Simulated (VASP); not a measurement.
The system is ZrO2.

```
Zr O
1.0
     0.00000    2.83888    2.83888
     2.83888    0.00000    2.83888
     2.83888    2.83888    0.00000
Zr O
1 2
Direct
  0.00000 0.00000 0.00000
  0.25000 0.25000 0.25000
  0.75000 0.75000 0.75000
```

* Program: VASP 6.6.1
* Task: relaxation of cell and atoms
* Functional: PBEsol
* Potentials or basis: VASP PAW PBE potentials, release 64 (Zr_sv, O)
* Cutoff: 600 eV
* k mesh: 6 × 6 × 6
* Occupations: fermi-dirac, width 0.03 eV
* Spin: no spin polarisation

At the start: pressure -41.9 GPa; volume 15.25 Å³/atom.

Where does the relaxation end?

Over 7 steps the energy falls by 783.0 meV/atom and the volume is 10.84 Å³/atom (-28.9 %); space group Fm-3m (No. 225, to 0.05 Å).

Step by step:
```
step  energy change (eV)  largest force (eV/Å)  pressure (GPa)  volume (Å³)
   1              0.0000                0.0000          -41.92        45.76
   2              0.5587                0.0000          142.83        24.09
   3             -2.3381                0.0000           -5.05        33.19
   4             -2.3479                0.0000           -1.63        32.73
   5             -2.3490                0.0000            0.17        32.49
   6             -2.3490                0.0000           -0.22        32.54
   7             -2.3490                0.0000            0.00        32.52
```

Final structure:
```xyz
3
Lattice="0.0000 2.5333 2.5333 2.5333 0.0000 2.5333 2.5333 2.5333 0.0000" Properties=species:S:1:pos:R:3 pbc="T T T"
Zr    0.0000    0.0000    0.0000
O     1.2667    1.2667    1.2667
O     3.8000    3.8000    3.8000
```

Caveat: the volume moved by over 15 % at a fixed basis, so the end points are rough; the PAW data sets were made with another functional, which shifts forces and pressure a little.
